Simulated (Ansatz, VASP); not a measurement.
# CdSe: VASP beside Ansatz

POSCAR

```
CdSe
1.0
    4.1910374164      0.0000000000      0.0000000000
   -2.0955187082      3.6295448708      0.0000000000
    0.0000000000      0.0000000000      6.8398200000
Cd Se
2 2
Direct
    0.6666666667      0.3333333333      0.0000000000
    0.3333333333      0.6666666667      0.5000000000
    0.6666666667      0.3333333333      0.3750000000
    0.3333333333      0.6666666667      0.8750000000
```

Contents of INCAR.step1:

```
SYSTEM = CdSe
PREC     = Accurate       ! precision mode
ENCUT    = 520            ! plane-wave cutoff, eV
ISMEAR   = 0              ! smearing method
SIGMA    = 0.05           ! smearing width, eV
LREAL    = .False.        ! projectors in reciprocal space
LASPH    = .True.         ! aspherical terms in the spheres
NELM     = 100            ! most SCF steps
NBANDS   = 26             ! bands
GGA      = PE             ! functional
ALGO     = Normal         ! electronic algorithm
EDIFF    = 1E-4           ! SCF threshold, eV
LWAVE    = .True.         ! write WAVECAR
LCHARG   = .False.        ! write CHGCAR
```

File INCAR.step2:

```
SYSTEM = CdSe
PREC     = Accurate       ! precision mode
ENCUT    = 520            ! plane-wave cutoff, eV
EDIFF    = 1E-6           ! SCF threshold, eV
ISMEAR   = 0              ! smearing method
SIGMA    = 0.05           ! smearing width, eV
LREAL    = .False.        ! projectors in reciprocal space
LASPH    = .True.         ! aspherical terms in the spheres
NELM     = 100            ! most SCF steps
ALGO     = Normal         ! electronic algorithm
ISIF     = 2              ! what is computed and relaxed
LWAVE    = .False.        ! write WAVECAR
LCHARG   = .False.        ! write CHGCAR
METAGGA  = R2SCAN         ! meta-GGA
LMIXTAU  = .True.       
NBANDS   = 26             ! bands
ISTART   = 1
```

The input KPOINTS:

```
Automatic mesh
0
Gamma
  6 6 4
  0 0 0
```

Input for Ansatz:

```yaml
crystal:
  lattice:
    - [4.1910374164, 0.0, 0.0]
    - [-2.0955187082, 3.6295448708, 0.0]
    - [0.0, 0.0, 6.83982]
  atoms:
    - { symbol: Cd, position: [0.6666666667, 0.3333333333, 0.0] }
    - { symbol: Cd, position: [0.3333333333, 0.6666666667, 0.5] }
    - { symbol: Se, position: [0.6666666667, 0.3333333333, 0.375] }
    - { symbol: Se, position: [0.3333333333, 0.6666666667, 0.875] }
basis:
  ecutwfc: 500
kpoints:
  mp_grid: { grid: [6, 6, 4] }
hamiltonian:
  xc: r2scan
scf:
  occupations: { method: gaussian, width: 0.05 }
output:
  forces: true
  stress: true
  eigenvalues: true
  write_density: true
  write_potential: true
  elf: true
  volumetric_format: npy
```

Change from the starting cell: strain -0.025 along x and y, -0.025 along z, atoms carried along.

Alike in both runs: task single point; functional r2SCAN; k mesh 6 × 6 × 4; occupations gaussian, width 0.05 eV; no spin polarisation.

|  | VASP | Ansatz |
| --- | --- | --- |
| version | VASP 6.6.1 | Ansatz 0.2.0 |
| potentials or method | VASP PAW PBE potentials, release 64 (Cd, Se), cutoff 520 eV | scalar-relativistic, plane waves, PAW |
| valence electrons in the cell | 36 | 72 |

|  | VASP | Ansatz | Ansatz less VASP |
| --- | --- | --- | --- |
| gap on the k mesh at the Fermi level (eV) | 1.34 | 1.35 | +0.007 |
| least direct gap on the mesh (eV) | 1.34 | 1.35 | +0.007 |
| pressure (GPa) | 7.2 | 6.8 | -0.40 |
| traceless stress, the component that is largest in VASP (GPa) | 0.17 | 0.16 | -0.010 |
| rms of the force components (eV/Å) | 0.010 | 0.011 | +0.0003 |

VASP's potentials were made for PBE, not for r2SCAN. Atom by atom the forces differ by 0.000 eV/Å (rms over components). With one functional, cell and mesh, what is left measures potentials, basis and numerics. VASP's potentials hold 36 valence electrons a cell and Ansatz's 72, so a difference there can come from the potentials and not from the codes.
